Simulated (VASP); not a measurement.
Ge4Rh2Pb, 7 atoms in the cell. The structure is tetragonal, space group I4/mmm (No. 139). Conventional cell: a = 4.168 Å, b = 4.168 Å, c = 12.903 Å, α = 90.00°, β = 90.00°, γ = 90.00°. Ge (site symmetry mmm) has 2 Pb at 2.08 Å and 4 Rh at 2.80 Å and 8 Ge at 2.89 to 2.95 Å within 3.0 Å. Ge (site symmetry 4mm) has 1 Pb at 2.00 Å and 1 Rh at 2.58 Å within 2.6 Å. Rh (site symmetry 4mm) has 9 Ge at 2.58 to 2.95 Å and 4 Pb at 3.49 Å within 3.5 Å. Within 2.6 Å of Pb (site symmetry 4/mmm) lie 6 Ge at 2.00 to 2.08 Å. 

* Program: VASP 6.6.1
* Task: single point
* Functional: PBE
* Potentials or basis: VASP PAW PBE potentials, release 64 (Ge_d, Rh_pv, Pb_d)
* Cutoff: 520 eV
* k mesh: 9 × 9 × 9
* Occupations: fermi-dirac, width 0.0183 eV
* Spin: no spin polarisation
* Dipole correction: no
* Further INCAR settings: ALGO = Normal; EDIFF = 1e-07; NBANDS = 59

Potentials or basis: VASP PAW PBE potentials, release 64 (Ge_d, Rh_pv, Pb_d).

Run with:

```bash
$ cat potpaw_PBE.64/Ge_d/POTCAR potpaw_PBE.64/Rh_pv/POTCAR potpaw_PBE.64/Pb_d/POTCAR > POTCAR
$ mpirun -np 1 vasp_std > vasp.out
```

Hardware: 1 thread of Intel(R) Xeon(R) Platinum 8259CL CPU @ 2.50GHz (Skylake/Cascade Lake), with other jobs on the host.

Estimate the wall time of this run.

Run time: 12 min on 1 thread of Intel(R) Xeon(R) Platinum 8259CL CPU @ 2.50GHz (Skylake/Cascade Lake) (shared host), peak memory 0.51 GiB. Counts: scf iterations 16, k points 75.
